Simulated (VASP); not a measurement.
# AlCr2C (P6_3/mmc) in VASP: a series of runs, part 2 of 3

VASP 6.6.1. Earlier steps stand in the parts before.

### Step 4. Single point, PBEsol

This run uses another cell than the first one, of 10.78 Å³/atom, 1.064 times its volume.

INCAR

```
SYSTEM = AlCr2C
  ALGO = Normal
  EDIFF = 1E-6
  ENCUT = 520
  GGA = PS
  ISIF = 2
  ISMEAR = 0
  LASPH = .TRUE.
  LCHARG = .TRUE.
  LELF = .TRUE.
  LREAL = .FALSE.
  LVHAR = .TRUE.
  LWAVE = .FALSE.
  NBANDS = 41
  NELM = 80
  PREC = Accurate
  SIGMA = 0.1
```

KPOINTS

```
k-points
0
G
  12 12 4
  0 0 0
```

POSCAR

```
AlCr2C
1.0
    2.8135925971      0.0000000000      0.0000000000
   -1.4067962986      2.4366426650      0.0000000000
    0.0000000000      0.0000000000     12.5828938158
Al Cr C
2 4 2
Direct
    0.6666666667      0.3333333333      0.2500000000
    0.3333333333      0.6666666667      0.7500000000
    0.3333333333      0.6666666667      0.4156140080
    0.6666666667      0.3333333333      0.9156140080
    0.6666666667      0.3333333333      0.5843859920
    0.3333333333      0.6666666667      0.0843859920
    0.0000000000      0.0000000000      0.5000000000
    0.0000000000      0.0000000000      0.0000000000
```

Potentials or basis: VASP PAW PBE potentials, release 64 (Al, Cr_pv, C).

On the command line:

```console
$ cat potpaw_PBE.64/Al/POTCAR potpaw_PBE.64/Cr_pv/POTCAR potpaw_PBE.64/C/POTCAR > POTCAR
$ mpirun -np 1 vasp_std > vasp.out
```

OUTCAR:

```text
SYSTEM = AlCr2C
   EDIFF = 1E-6
   ENCUT = 520
   GGA = PS
   ISIF = 2
   ISMEAR = 0
   LASPH = .TRUE.
   LREAL = .FALSE.
   NELM = 80
   PREC = Accurate

 ion  position               nearest neighbor table
   1  0.667  0.333  0.250-   3 2.64   6 2.64   3 2.64   6 2.64   3 2.64   6 2.64
   2  0.333  0.667  0.750-   4 2.64   5 2.64   4 2.64   5 2.64   4 2.64   5 2.64
   3  0.333  0.667  0.416-   7 1.94   7 1.94   7 1.94   1 2.64   1 2.64   1 2.64   5 2.67   5 2.67
                             5 2.67
   4  0.667  0.333  0.916-   8 1.94   8 1.94   8 1.94   2 2.64   2 2.64   2 2.64   6 2.67   6 2.67
                             6 2.67
   5  0.667  0.333  0.584-   7 1.94   7 1.94   7 1.94   2 2.64   2 2.64   2 2.64   3 2.67   3 2.67
[... 1278 lines left out ...]
  external PRESSURE =       1.4164415 kB  Pullay stress =       0.0000000 kB

 VOLUME and BASIS-vectors are now :
 -----------------------------------------------------------------------------
  energy-cutoff  :      520.00
  volume of cell :       86.26
      direct lattice vectors                 reciprocal lattice vectors
     2.813592597  0.000000000  0.000000000     0.355417483  0.205200380  0.000000000
    -1.406796299  2.436642665  0.000000000     0.000000000  0.410400759  0.000000000
     0.000000000  0.000000000 12.582893816     0.000000000  0.000000000  0.079472975

 POSITION                                       TOTAL-FORCE (eV/Angst)
 -----------------------------------------------------------------------------------
      1.40680      0.81221      3.14572         0.000000      0.000000     -0.000000
     -0.00000      1.62443      9.43717        -0.000000     -0.000000     -0.000000
     -0.00000      1.62443      5.22963         0.000000     -0.000000     -0.029767
      1.40680      0.81221     11.52107        -0.000000      0.000000     -0.029767
      1.40680      0.81221      7.35327        -0.000000     -0.000000      0.029767
     -0.00000      1.62443      1.06182         0.000000     -0.000000      0.029767
      0.00000      0.00000      6.29145        -0.000000     -0.000000     -0.000000
      0.00000      0.00000      0.00000        -0.000000     -0.000000     -0.000000
 -----------------------------------------------------------------------------------
    total drift:                               -0.000000      0.000000     -0.000000

  FREE ENERGIE OF THE ION-ELECTRON SYSTEM (eV)
  ---------------------------------------------------
  free  energy   TOTEN  =       -70.2713958203 eV

  energy  without entropy=      -70.2406383928  energy(sigma->0) =      -70.25601711
```

OSZICAR:

```text
N       E                     dE             d eps       ncg     rms          rms(c)
DAV:   1     0.741943501923E+03    0.74194E+03   -0.33499E+04  4698   0.170E+03
DAV:   2    -0.196229966304E+02   -0.76157E+03   -0.73312E+03  4692   0.514E+02
DAV:   3    -0.843083294130E+02   -0.64685E+02   -0.62614E+02  5966   0.148E+02
DAV:   4    -0.864672411739E+02   -0.21589E+01   -0.21276E+01  5807   0.252E+01
DAV:   5    -0.865136527040E+02   -0.46412E-01   -0.46355E-01  5724   0.400E+00    0.462E+01
DAV:   6    -0.773827614085E+02    0.91309E+01   -0.21935E+02  6163   0.979E+01    0.216E+01
DAV:   7    -0.710372068430E+02    0.63456E+01   -0.71574E+01  5908   0.601E+01    0.103E+01
DAV:   8    -0.703524864090E+02    0.68472E+00   -0.51654E+00  5691   0.139E+01    0.299E+00
DAV:   9    -0.702766377680E+02    0.75849E-01   -0.50936E-01  6217   0.434E+00    0.832E-01
DAV:  10    -0.702720349491E+02    0.46028E-02   -0.31625E-02  5561   0.140E+00    0.292E-01
DAV:  11    -0.702714249925E+02    0.60996E-03   -0.42759E-03  6513   0.314E-01    0.897E-02
DAV:  12    -0.702713967872E+02    0.28205E-04   -0.32244E-04  6230   0.148E-01    0.274E-02
DAV:  13    -0.702713979347E+02   -0.11475E-05   -0.35466E-05  6655   0.396E-02    0.116E-02
DAV:  14    -0.702713958027E+02    0.21320E-05   -0.15643E-06  3428   0.150E-02    0.212E-03
DAV:  15    -0.702713958203E+02   -0.17591E-07   -0.71069E-07  2926   0.545E-03
   1 F= -.70271396E+02 E0= -.70256017E+02  d E =-.307574E-01
```

It took 3.9 min on 1 thread of Intel Xeon 6975P-C, shared host; peak memory 0.33 GiB.

Results:

| Property | Result |
| --- | --- |
| Free energy | -70.2714 eV |
| Pressure | 0.1 GPa |
| Largest force | 0.030 eV/Å |
| Band gap on the k mesh | zero (band 31 reaches 10.62 eV, above the bottom of band 32 at 9.73 eV) |

Forces on the atoms (eV/Å):
```
Al   0.000  0.000  0.000
Al   0.000  0.000  0.000
Cr   0.000  0.000 -0.030
Cr   0.000  0.000 -0.030
Cr   0.000  0.000  0.030
Cr   0.000  0.000  0.030
C    0.000  0.000  0.000
C    0.000  0.000  0.000
```

Levels at points of the mesh, in eV from the Fermi level:
| k point | band 27 | band 28 | band 29 | band 30 | band 31 | band 32 | band 33 | band 34 | band 35 | band 36 |
| --- | --- | --- | --- | --- | --- | --- | --- | --- | --- | --- |
| (0.00, 0.00, 0.00) | -1.11 | -1.11 | -1.09 | -1.09 | -0.21 | -0.21 | -0.18 | -0.18 | 0.63 | 0.63 |
| (0.50, 0.00, 0.00) | -2.04 | -2.00 | 0.14 | 0.33 | 0.43 | 0.45 | 0.86 | 0.87 | 1.27 | 1.28 |
| (0.00, 0.00, 0.50) | -1.10 | -1.10 | -1.10 | -1.10 | -0.19 | -0.19 | -0.19 | -0.19 | 0.65 | 0.65 |
| (0.50, 0.00, 0.50) | -2.01 | -2.01 | 0.30 | 0.30 | 0.39 | 0.39 | 0.86 | 0.86 | 1.27 | 1.27 |

Caveat: the PAW data sets were made with another functional, which shifts forces and pressure a little. Spin polarisation is off, so any magnetic state and its effect on volume and gap are missing.

### Step 5. Single point, PBEsol

This run uses another cell than the first one, of 10.89 Å³/atom, 1.074 times its volume.

INCAR

```
  PREC = Accurate
  ENCUT = 520
  EDIFF = 1E-6
  ISMEAR = 0
  SIGMA = 0.1
  LREAL = F
  LASPH = T
  NELM = 60
  ALGO = Normal
  ISIF = 2
  LWAVE = F
  LCHARG = F
  GGA = PS
  NBANDS = 41
```

KPOINTS

```
Automatic mesh
0
Gamma
  12 12 4
```

POSCAR

```
AlCr2C
1.0
    2.8251010646      0.0000000000      0.0000000000
   -1.4125505323      2.4466092902      0.0000000000
    0.0000000000      0.0000000000     12.6013736800
Al Cr C
2 4 2
Direct
    0.6666666667      0.3333333333      0.2500000000
    0.3333333333      0.6666666667      0.7500000000
    0.3333333333      0.6666666667      0.4159834679
    0.6666666667      0.3333333333      0.9159834679
    0.6666666667      0.3333333333      0.5840165321
    0.3333333333      0.6666666667      0.0840165321
    0.0000000000      0.0000000000      0.5000000000
    0.0000000000      0.0000000000      0.0000000000
```

Potentials or basis: VASP PAW PBE potentials, release 64 (Al, Cr_pv, C).

On the command line:

```console
$ cat potpaw_PBE.64/Al/POTCAR potpaw_PBE.64/Cr_pv/POTCAR potpaw_PBE.64/C/POTCAR > POTCAR
$ mpirun -np 1 vasp_std > vasp.out
```

OUTCAR:

```text
PREC = Accurate
   ENCUT = 520
   EDIFF = 1E-6
   ISMEAR = 0
   LREAL = F
   LASPH = T
   NELM = 60
   ISIF = 2
   GGA = PS

 ion  position               nearest neighbor table
   1  0.667  0.333  0.250-   3 2.65   6 2.65   3 2.65   6 2.65   3 2.65   6 2.65
   2  0.333  0.667  0.750-   4 2.65   5 2.65   4 2.65   5 2.65   4 2.65   5 2.65
   3  0.333  0.667  0.416-   7 1.94   7 1.94   7 1.94   1 2.65   1 2.65   1 2.65   5 2.67   5 2.67
                             5 2.67
   4  0.667  0.333  0.916-   8 1.94   8 1.94   8 1.94   2 2.65   2 2.65   2 2.65   6 2.67   6 2.67
                             6 2.67
   5  0.667  0.333  0.584-   7 1.94   7 1.94   7 1.94   2 2.65   2 2.65   2 2.65   3 2.67   3 2.67
                             3 2.67
   6  0.333  0.667  0.084-   8 1.94   8 1.94   8 1.94   1 2.65   1 2.65   1 2.65   4 2.67   4 2.67
                             4 2.67
   7  0.000  0.000  0.500-   3 1.94   5 1.94   3 1.94   5 1.94   5 1.94   3 1.94
   8  0.000  0.000  0.000-   4 1.94   6 1.94   6 1.94   4 1.94   4 1.94   6 1.94

  LATTYP: Found a hexagonal cell.
 ALAT       =     2.8251010646
 C/A-ratio  =     4.4605036747

  Lattice vectors:

 A1 = (   2.8251010646,   0.0000000000,   0.0000000000)
 A2 = (  -1.4125505323,   2.4466092902,   0.0000000000)
 A3 = (   0.0000000000,   0.0000000000,  12.6013736800)

Analysis of symmetry for initial positions (statically):
=====================================================================
 Subroutine PRICEL returns:
 Original cell was already a primitive cell.

 Routine SETGRP: Setting up the symmetry group for a
 hexagonal supercell.

 Subroutine GETGRP returns: Found 24 space group operations
 (whereof 12 operations were pure point group operations)
 out of a pool of 24 trial point group operations.

The static configuration has the point symmetry D_3d.
 The point group associated with its full space group is D_6h.

Analysis of symmetry for dynamics (positions and initial velocities):
=====================================================================
 Subroutine PRICEL returns:
[... 144 lines left out ...]
  Fermi-wavevector in a.u.,A,eV,Ry     =   1.461728  2.762265 29.070870  2.136649
  Thomas-Fermi vector in A             =   2.578025
   LORBIT       =      0    0 simple, 1 ext, 2 COOP (PROOUT), +10 PAW based schemes
   GGA     = PS    functional components
   LHFCALC =     F    Hartree Fock is set to
   AEXX    =    0.0000 exact exchange contribution
   IVDW    =     0    specifies the selected vdW correction
   LEPSILON=     F    determine dielectric tensor
   LRPA    =     F    only Hartree local field effects (RPA)
 non-spin polarized calculation
 Gauss-broadening in eV      SIGMA  =   0.10
  energy-cutoff  :      520.00
  volume of cell :       87.10
 maximum number of plane-waves:      2388
 NGX is ok and might be reduce to    24
   NGX = 11   NGY = 11   NGZ = 47

 number of electron      61.9999997 magnetization

 Free energy of the ion-electron system (eV)
  ---------------------------------------------------
  ext. energy  EPLUGINS =         0.00000000
  ---------------------------------------------------
  free energy    TOTEN  =       -70.26675914 eV

  energy without entropy =      -70.23599626  energy(sigma->0) =      -70.25137770

 E-fermi :  10.0649     XC(G=0): -12.6728

 val. band max:       10.0527310154   @ k =   0.1667   0.0833   0.2500
 cond. band min:      10.0761782824   @ k =   0.3333   0.0833   0.0000
 fundamental gap:      0.0234472670
 Fermi energy:        10.0649294972

 k-point     1 :       0.0000    0.0000    0.0000
  band No.  band energies     occupation
      1     -33.1972      2.00000
      2     -33.1957      2.00000
      3     -32.9591      2.00000
      4     -32.9591      2.00000
      5     -32.9590      2.00000
      6     -32.9590      2.00000
[... 1045 lines left out ...]
     40      13.1098      0.00000
     41      13.4087      0.00000

 [... further k-points ...]
[... 5 lines left out ...]
  --------------------------------------------------------------------------------------
  -------------------------------------------------------------------------------------
  Total       -1.0387321     -1.0387321     -0.7612938      0.0000000      0.0000000      0.0000000
  in kB      -19.1072256    -19.1072256    -14.0038147      0.0000000      0.0000000      0.0000000
  external PRESSURE =     -17.4060886 kB  Pullay stress =       0.0000000 kB

 VOLUME and BASIS-vectors are now :
 -----------------------------------------------------------------------------
  energy-cutoff  :      520.00
  volume of cell :       87.10
      direct lattice vectors                 reciprocal lattice vectors
     2.825101065  0.000000000  0.000000000     0.353969638  0.204364466  0.000000000
    -1.412550532  2.446609290  0.000000000     0.000000000  0.408728931  0.000000000
     0.000000000  0.000000000 12.601373680     0.000000000  0.000000000  0.079356428

 POSITION                                       TOTAL-FORCE (eV/Angst)
 -----------------------------------------------------------------------------------
      1.41255      0.81554      3.15034        -0.000000      0.000000      0.000000
     -0.00000      1.63107      9.45103         0.000000     -0.000000      0.000000
     -0.00000      1.63107      5.24196         0.000000      0.000000     -0.032280
      1.41255      0.81554     11.54265        -0.000000      0.000000     -0.032280
      1.41255      0.81554      7.35941        -0.000000      0.000000      0.032280
     -0.00000      1.63107      1.05872         0.000000      0.000000      0.032280
      0.00000      0.00000      6.30069         0.000000      0.000000      0.000000
      0.00000      0.00000      0.00000         0.000000      0.000000      0.000000
 -----------------------------------------------------------------------------------
    total drift:                               -0.000000      0.000000     -0.000000

  FREE ENERGIE OF THE ION-ELECTRON SYSTEM (eV)
  ---------------------------------------------------
  free  energy   TOTEN  =       -70.2667591368 eV

  energy  without entropy=      -70.2359962564  energy(sigma->0) =      -70.25137770
```

OSZICAR:

```text
N       E                     dE             d eps       ncg     rms          rms(c)
DAV:   1     0.741719398996E+03    0.74172E+03   -0.33596E+04  4682   0.170E+03
DAV:   2    -0.202420251549E+02   -0.76196E+03   -0.73329E+03  4693   0.513E+02
DAV:   3    -0.843329373937E+02   -0.64091E+02   -0.62060E+02  5984   0.148E+02
DAV:   4    -0.864947013287E+02   -0.21618E+01   -0.21389E+01  5837   0.254E+01
DAV:   5    -0.865393045955E+02   -0.44603E-01   -0.44549E-01  5835   0.393E+00    0.457E+01
DAV:   6    -0.775269745164E+02    0.90123E+01   -0.22152E+02  6169   0.980E+01    0.218E+01
DAV:   7    -0.710325055671E+02    0.64945E+01   -0.72650E+01  5931   0.603E+01    0.102E+01
DAV:   8    -0.703482426200E+02    0.68426E+00   -0.52172E+00  5637   0.139E+01    0.298E+00
DAV:   9    -0.702723851027E+02    0.75858E-01   -0.53396E-01  6210   0.439E+00    0.852E-01
DAV:  10    -0.702674181881E+02    0.49669E-02   -0.32169E-02  5707   0.141E+00    0.293E-01
DAV:  11    -0.702667865160E+02    0.63167E-03   -0.41607E-03  6422   0.311E-01    0.885E-02
DAV:  12    -0.702667607431E+02    0.25773E-04   -0.32149E-04  6165   0.148E-01    0.277E-02
DAV:  13    -0.702667612005E+02   -0.45745E-06   -0.38397E-05  6710   0.402E-02    0.118E-02
DAV:  14    -0.702667591520E+02    0.20485E-05   -0.18437E-06  4044   0.155E-02    0.216E-03
DAV:  15    -0.702667591368E+02    0.15246E-07   -0.60005E-07  2924   0.502E-03
   1 F= -.70266759E+02 E0= -.70251378E+02  d E =-.307629E-01
```

Run time: 3.2 min. Hardware: 1 thread of Intel Xeon 6975P-C, shared host; peak memory 0.33 GiB.

Results:

- Free energy: -70.2668 eV
- Pressure: -1.7 GPa
- Largest force: 0.032 eV/Å
- Band gap on the k mesh: zero (band 31 reaches 10.49 eV, above the bottom of band 32 at 9.61 eV)

Forces in eV/Å, atoms in the order of the input:
```
Al   0.000  0.000  0.000
Al   0.000  0.000  0.000
Cr   0.000  0.000 -0.032
Cr   0.000  0.000 -0.032
Cr   0.000  0.000  0.032
Cr   0.000  0.000  0.032
C    0.000  0.000  0.000
C    0.000  0.000  0.000
```

Stress tensor (GPa, compression positive):
```
-1.91  0.00  0.00
 0.00 -1.91  0.00
 0.00  0.00 -1.40
```

Caveat: the PAW data sets were made with another functional, which shifts forces and pressure a little.

(Continued in part 3 of 3.)
